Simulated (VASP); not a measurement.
# Ta2Ga (Fd-3m) in VASP: further runs

Runs on Ta2Ga. Level: PBE. Tasks: single point.

Everything below comes from runs of VASP 6.6.1. Logs are shortened: lines on timing, memory, paths and dates and some standing lists are left out, and cuts for length are marked.

### 1 The cell of the first run

Symmetry: Fd-3m, No. 227, cubic system. The conventional cell has a = 7.435 Å, b = 7.435 Å, c = 7.435 Å, α = 90.00°, β = 90.00°, γ = 90.00°. Within 3.5 Å of Ta (site symmetry -3m) lie 6 Ta at 2.63 Å and 6 Ga at 3.08 Å. Within 4.1 Å of Ga (site symmetry -43m) lie 12 Ta at 3.08 Å and 4 Ga at 3.22 Å.

### 2 Single point, PBE

INCAR

```
SYSTEM = Ta2Ga
PREC = Accurate ; ENCUT = 520
EDIFF = 1E-6 ; ISMEAR = 0
SIGMA = 0.1 ; LREAL = .False.
LASPH = .True. ; NELM = 60
ALGO = Normal ; ISIF = 2
LWAVE = .False. ; LCHARG = .False.
GGA = PE ; NBANDS = 44
```

KPOINTS

```
Automatic mesh
0
Gamma
  4 4 4
  0 0 0
```

POSCAR

```
Ta2Ga
1.0
    0.0000000000      3.7175072942      3.7175072942
    3.7175072942      0.0000000000      3.7175072942
    3.7175072942      3.7175072942      0.0000000000
Ta Ga
4 2
Direct
    0.6250000000      0.6250000000      0.6250000000
    0.1250000000      0.6250000000      0.6250000000
    0.6250000000      0.6250000000      0.1250000000
    0.6250000000      0.1250000000      0.6250000000
    0.0000000000      0.0000000000      0.0000000000
    0.2500000000      0.2500000000      0.2500000000
```

Potentials or basis: VASP PAW PBE potentials, release 64 (Ta_pv, Ga_d).

Started as:

```sh
$ cat potpaw_PBE.64/Ta_pv/POTCAR potpaw_PBE.64/Ga_d/POTCAR > POTCAR
$ mpirun -np 1 vasp_std > vasp.out
```

OUTCAR:

```text
SYSTEM = Ta2Ga
   PREC = Accurate
   ENCUT = 520
   EDIFF = 1E-6
   ISMEAR = 0
   LREAL = .False.
   LASPH = .True.
   NELM = 60
   ISIF = 2
   GGA = PE

 ion  position               nearest neighbor table
   1  0.625  0.625  0.625-   2 2.63   3 2.63   4 2.63   3 2.63   4 2.63   2 2.63   6 3.08   5 3.08
                             6 3.08   5 3.08   6 3.08   5 3.08
   2  0.125  0.625  0.625-   1 2.63   3 2.63   4 2.63   1 2.63   3 2.63   4 2.63   5 3.08   6 3.08
                             5 3.08   5 3.08   6 3.08   6 3.08
   3  0.625  0.625  0.125-   1 2.63   1 2.63   2 2.63   4 2.63   4 2.63   2 2.63   6 3.08   5 3.08
                             6 3.08   5 3.08   6 3.08   5 3.08
   4  0.625  0.125  0.625-   1 2.63   3 2.63   1 2.63   2 2.63   3 2.63   2 2.63   5 3.08   6 3.08
                             5 3.08   6 3.08   6 3.08   5 3.08
   5  0.000  0.000  0.000-   1 3.08   3 3.08   4 3.08   1 3.08   2 3.08   3 3.08   1 3.08   2 3.08
                             4 3.08   2 3.08   3 3.08   4 3.08
   6  0.250  0.250  0.250-   2 3.08   3 3.08   4 3.08   1 3.08   2 3.08   4 3.08   1 3.08   2 3.08
                             3 3.08   1 3.08   3 3.08   4 3.08

  LATTYP: Found a face centered cubic cell.
 ALAT       =     7.4350145884

  Lattice vectors:

 A1 = (   0.0000000000,   3.7175072942,   3.7175072942)
 A2 = (   3.7175072942,   0.0000000000,   3.7175072942)
 A3 = (   3.7175072942,   3.7175072942,   0.0000000000)

Analysis of symmetry for initial positions (statically):
=====================================================================
 Subroutine PRICEL returns:
 Original cell was already a primitive cell.

 Routine SETGRP: Setting up the symmetry group for a
 face centered cubic supercell.

 Subroutine GETGRP returns: Found 48 space group operations
 (whereof 24 operations were pure point group operations)
 out of a pool of 48 trial point group operations.

The static configuration has the point symmetry T_d .
 The point group associated with its full space group is O_h .

Analysis of symmetry for dynamics (positions and initial velocities):
=====================================================================
 Subroutine PRICEL returns:
 Original cell was already a primitive cell.

 Routine SETGRP: Setting up the symmetry group for a
 face centered cubic supercell.

 Subroutine GETGRP returns: Found 48 space group operations
 (whereof 24 operations were pure point group operations)
 out of a pool of 48 trial point group operations.

The dynamic configuration has the point symmetry T_d .
 The point group associated with its full space group is O_h .

 Subroutine INISYM returns: Found 48 space group operations
 (whereof 24 operations are pure point group operations),
 and found     1 'primitive' translations

----------------------------------------------------------------------------------------

                                     Primitive cell

  volume of cell :     102.7509

  direct lattice vectors                    reciprocal lattice vectors
     0.000000000  3.717507294  3.717507294    -0.134498727  0.134498727  0.134498727
     3.717507294  0.000000000  3.717507294     0.134498727 -0.134498727  0.134498727
     3.717507294  3.717507294  0.000000000     0.134498727  0.134498727 -0.134498727

  length of vectors
     5.257349234  5.257349234  5.257349234     0.232958629  0.232958629  0.232958629

  position of ions in fractional coordinates (direct lattice)
     0.625000000  0.625000000  0.625000000
     0.125000000  0.625000000  0.625000000
     0.625000000  0.625000000  0.125000000
     0.625000000  0.125000000  0.625000000
     0.000000000  0.000000000  0.000000000
     0.250000000  0.250000000  0.250000000

  ion indices of the primitive-cell ions
   primitive index   ion index
                 1           1
                 2           2
                 3           3
                 4           4
                 5           5
                 6           6

----------------------------------------------------------------------------------------

 KPOINTS: Automatic mesh

Automatic generation of k-mesh.
 Grid dimensions read from file:
 generate k-points for:    4    4    4

 Generating k-lattice:

  Cartesian coordinates                     Fractional coordinates (reciprocal lattice)
    -0.033624682  0.033624682  0.033624682     0.250000000  0.000000000  0.000000000
     0.033624682 -0.033624682  0.033624682     0.000000000  0.250000000  0.000000000
     0.033624682  0.033624682 -0.033624682     0.000000000  0.000000000  0.250000000

  Length of vectors
     0.058239657  0.058239657  0.058239657

  Shift w.r.t. Gamma in fractional coordinates (k-lattice)
     0.000000000  0.000000000  0.000000000

 Subroutine IBZKPT returns following result:
 ===========================================

 Found      8 irreducible k-points:

 Following reciprocal coordinates:
            Coordinates               Weight
  0.000000  0.000000  0.000000      1.000000
  0.250000  0.000000  0.000000      8.000000
  0.500000  0.000000  0.000000      4.000000
  0.250000  0.250000  0.000000      6.000000
  0.500000  0.250000  0.000000     24.000000
 -0.250000  0.250000  0.000000     12.000000
  0.500000  0.500000  0.000000      3.000000
 -0.250000  0.500000  0.250000      6.000000
   k-points           NKPTS =      8   k-points in BZ     NKDIM =      8   number of bands    NBANDS=     44
   number of dos      NEDOS =    301   number of ions     NIONS =      6
   total plane-waves  NPLWV =  64000
   dimension x,y,z NGX =    40 NGY =   40 NGZ =   40
   dimension x,y,z NGXF=    80 NGYF=   80 NGZF=   80
   ions per type =               4   2
   NGX,Y,Z   is equivalent  to a cutoff of  12.65, 12.65, 12.65 a.u.
   NGXF,Y,Z  is equivalent  to a cutoff of  25.30, 25.30, 25.30 a.u.
 SYSTEM =  Ta2Ga
   PREC   = accura    normal or accurate (medium, high low for compatibility)
   ISTART =      0    job   : 0-new  1-cont  2-samecut
   ICHARG =      2    charge: 1-file 2-atom 10-const
   ISPIN  =      1    spin polarized calculation?
   LNONCOLLINEAR =      F non collinear calculations
   LSORBIT =      F    spin-orbit coupling
   LASPH  =      T    aspherical Exc in radial PAW
   ENCUT  =  520.0 eV  38.22 Ry    6.18 a.u.   9.78  9.78  9.78*2*pi/ulx,y,z
   NELM   =     60;   NELMIN=  2; NELMDL= -5     # of ELM steps
   EDIFF  = 0.1E-05   stopping-criterion for ELM
   LREAL  =      F    real-space projection
   EDIFFG = 0.1E-04   stopping-criterion for IOM
   NSW    =      0    number of steps for IOM
   IBRION =     -1    ionic relax: 0-MD 1-quasi-New 2-CG
   NFREE  =      0    steps in history (QN), initial steepest desc. (CG)
   ISIF   =      2    stress and relaxation
   ISYM   =      2    0-nonsym 1-usesym 2-fastsym
   POTIM  = 0.5000    time-step for ionic-motion
   TEBEG  =    0.0;   TEEND  =   0.0 temperature during run
   PSTRESS=    0.0 pullay stress
   NELECT =      70.0000    total number of electrons
   NUPDOWN=      -1.0000    fix difference up-down
   EMIN   =  10.00;   EMAX   =-10.00  energy-range for DOS
   EFERMI =   0.00;   METHOD = LEGACY
   ISMEAR =     0;   SIGMA  =   0.10  broadening in eV -4-tet -1-fermi 0-gaus
   EFERMI_NEDOS =   21; number of points for ismear=-14 and -15
   IALGO  =     38    algorithm
   IMIX   =      4    mixing-type and parameters
     AMIX     =   0.40;   BMIX     =  1.00
     AMIX_MAG =   1.60;   BMIX_MAG =  1.00
  volume/ion in A,a.u.               =      17.13       115.57
  Fermi-wavevector in a.u.,A,eV,Ry     =   1.440497  2.722145 28.232518  2.075032
  Thomas-Fermi vector in A             =   2.559234
   LORBIT       =      0    0 simple, 1 ext, 2 COOP (PROOUT), +10 PAW based schemes
   GGA     = PE    functional components
   LHFCALC =     F    Hartree Fock is set to
   AEXX    =    0.0000 exact exchange contribution
   IVDW    =     0    specifies the selected vdW correction
   LEPSILON=     F    determine dielectric tensor
   LRPA    =     F    only Hartree local field effects (RPA)
 non-spin polarized calculation
 Gauss-broadening in eV      SIGMA  =   0.10
  energy-cutoff  :      520.00
  volume of cell :      102.75
 maximum number of plane-waves:      2788
   NGX = 19   NGY = 19   NGZ = 19

 number of electron      70.0000025 magnetization

 Free energy of the ion-electron system (eV)
  ---------------------------------------------------
  ext. energy  EPLUGINS =         0.00000000
  ---------------------------------------------------
  free energy    TOTEN  =       -49.34466384 eV

  energy without entropy =      -49.31185552  energy(sigma->0) =      -49.32825968

 E-fermi :   6.4149     XC(G=0): -12.3586

 val. band max:        6.3958128445   @ k =  -0.2500   0.2500   0.0000
 cond. band min:       6.5099777943   @ k =   0.5000   0.0000   0.0000
 fundamental gap:      0.1141649498
 Fermi energy:         6.4149454357

 k-point     1 :       0.0000    0.0000    0.0000
  band No.  band energies     occupation
      1     -29.2906      2.00000
      2     -28.3189      2.00000
      3     -28.3189      2.00000
      4     -28.3189      2.00000
      5     -28.0086      2.00000
      6     -28.0086      2.00000
[... 36 lines left out ...]
     43      10.1638      0.00000
     44      10.6704      0.00000

 k-point     2 :       0.2500    0.0000    0.0000
  band No.  band energies     occupation
      1     -29.0896      2.00000
      2     -28.2382      2.00000
      3     -28.2324      2.00000
      4     -28.2324      2.00000
      5     -27.9391      2.00000
      6     -27.9391      2.00000
[... 36 lines left out ...]
     43      10.2732      0.00000
     44      10.3650      0.00000

 k-point     3 :       0.5000    0.0000    0.0000
  band No.  band energies     occupation
      1     -28.8758      2.00000
      2     -28.1725      2.00000
      3     -28.1725      2.00000
      4     -27.8747      2.00000
      5     -27.6689      2.00000
      6     -27.6689      2.00000
[... 224 lines left out ...]
     43      10.3132      0.00000
     44      10.3137      0.00000

 k-point     8 :      -0.2500    0.5000    0.2500
  band No.  band energies     occupation
      1     -28.3761      2.00000
      2     -28.3761      2.00000
      3     -28.0354      2.00000
      4     -28.0354      2.00000
      5     -27.6720      2.00000
      6     -27.6720      2.00000
[... 36 lines left out ...]
     43      10.1510      0.00000
     44      10.1510      0.00000

------------------------ aborting loop because EDIFF is reached ----------------------------------------

  FORCE on cell =-STRESS in cart. coord.  units (eV):
  Direction    XX          YY          ZZ          XY          YZ          ZX
  --------------------------------------------------------------------------------------
  -------------------------------------------------------------------------------------
  Total       13.6108041     13.6108041     13.6108041     -0.0000000     -0.0000000      0.0000000
  in kB      212.2310299    212.2310299    212.2310299     -0.0000000     -0.0000000      0.0000000
  external PRESSURE =     212.2310299 kB  Pullay stress =       0.0000000 kB

 VOLUME and BASIS-vectors are now :
 -----------------------------------------------------------------------------
  energy-cutoff  :      520.00
  volume of cell :      102.75
      direct lattice vectors                 reciprocal lattice vectors
     0.000000000  3.717507294  3.717507294    -0.134498727  0.134498727  0.134498727
     3.717507294  0.000000000  3.717507294     0.134498727 -0.134498727  0.134498727
     3.717507294  3.717507294  0.000000000     0.134498727  0.134498727 -0.134498727

 POSITION                                       TOTAL-FORCE (eV/Angst)
 -----------------------------------------------------------------------------------
      4.64688      4.64688      4.64688         0.000000      0.000000      0.000000
      4.64688      2.78813      2.78813         0.000000      0.000000      0.000000
      2.78813      2.78813      4.64688         0.000000      0.000000      0.000000
      2.78813      4.64688      2.78813         0.000000      0.000000      0.000000
      0.00000      0.00000      0.00000         0.000000     -0.000000     -0.000000
      1.85875      1.85875      1.85875        -0.000000     -0.000000      0.000000
 -----------------------------------------------------------------------------------
    total drift:                                0.000000      0.000000      0.000000

  FREE ENERGIE OF THE ION-ELECTRON SYSTEM (eV)
  ---------------------------------------------------
  free  energy   TOTEN  =       -49.3446638354 eV

  energy  without entropy=      -49.3118555174  energy(sigma->0) =      -49.32825968
```

It took 41 s on 1 thread of Intel Xeon 6975P-C, shared host; peak memory 0.24 GiB.

Results:

* Free energy: -49.3447 eV
* Pressure: 21.2 GPa
* Band gap on the k mesh: zero (band 35 reaches 6.70 eV, above the bottom of band 36 at 6.17 eV)

Levels at points of the mesh, in eV from the Fermi level:
```tsv
k point	band 33	band 34	band 35	band 36	band 37	band 38
(0.00, 0.00, 0.00)	-2.00	0.29	0.29	0.29	3.41	3.70
(0.50, 0.00, 0.00)	-0.78	-0.19	0.10	0.10	0.32	0.32
(0.50, 0.50, 0.00)	-0.81	-0.81	0.24	0.24	0.57	0.57
```

Caveat: the k points lie up to 0.37 Å⁻¹ apart; spin-orbit coupling is left out, which moves the levels of the heavy elements.

### 3 Single point, PBE

This run uses another cell than the first one, of 19.45 Å³/atom, 1.136 times its volume.

INCAR

```
ALGO = Normal
EDIFF = 1E-6
ENCUT = 520
GGA = PE
ISIF = 2
ISMEAR = 0
LASPH = True
LCHARG = False
LREAL = False
LWAVE = False
NBANDS = 44
NELM = 80
PREC = Accurate
SIGMA = 0.1
```

KPOINTS

```
k-points
0
Gamma
  4 4 4
```

Edit POSCAR of step 2 so:

```diff
@@ -2,5 +2,5 @@
 1.0
-    0.0000000000      3.7175072942      3.7175072942
-    3.7175072942      0.0000000000      3.7175072942
-    3.7175072942      3.7175072942      0.0000000000
+    0.0000000000      3.8785251449      3.8785251449
+    3.8785251449      0.0000000000      3.8785251449
+    3.8785251449      3.8785251449      0.0000000000
 Ta Ga
```

Potentials or basis: VASP PAW PBE potentials, release 64 (Ta_pv, Ga_d).

Started as:

```sh
$ cat potpaw_PBE.64/Ta_pv/POTCAR potpaw_PBE.64/Ga_d/POTCAR > POTCAR
$ mpirun -np 1 vasp_std > vasp.out
```

Wall time 52 s (1 thread of Intel Xeon 6975P-C, shared host); peak memory 0.26 GiB.

The run converged. Its results:

* Free energy: -50.1753 eV
* Pressure: -0.2 GPa
* Band gap on the k mesh: zero (band 35 reaches 5.51 eV, above the bottom of band 36 at 5.06 eV)

Levels at points of the mesh, in eV from the Fermi level:
| k point | band 31 | band 32 | band 33 | band 34 | band 35 | band 36 | band 37 | band 38 | band 39 | band 40 |
| --- | --- | --- | --- | --- | --- | --- | --- | --- | --- | --- |
| (0.00, 0.00, 0.00) | -3.15 | -1.59 | -1.59 | 0.22 | 0.22 | 0.22 | 2.52 | 3.34 | 3.34 | 3.34 |
| (0.50, 0.00, 0.00) | -1.56 | -1.56 | -0.74 | -0.52 | 0.17 | 0.17 | 0.29 | 0.29 | 1.40 | 2.36 |
| (0.50, 0.50, 0.00) | -1.68 | -1.68 | -0.76 | -0.76 | 0.25 | 0.25 | 0.54 | 0.54 | 0.82 | 0.82 |

Caveat: spin-orbit coupling is left out, which moves the levels of the heavy elements.
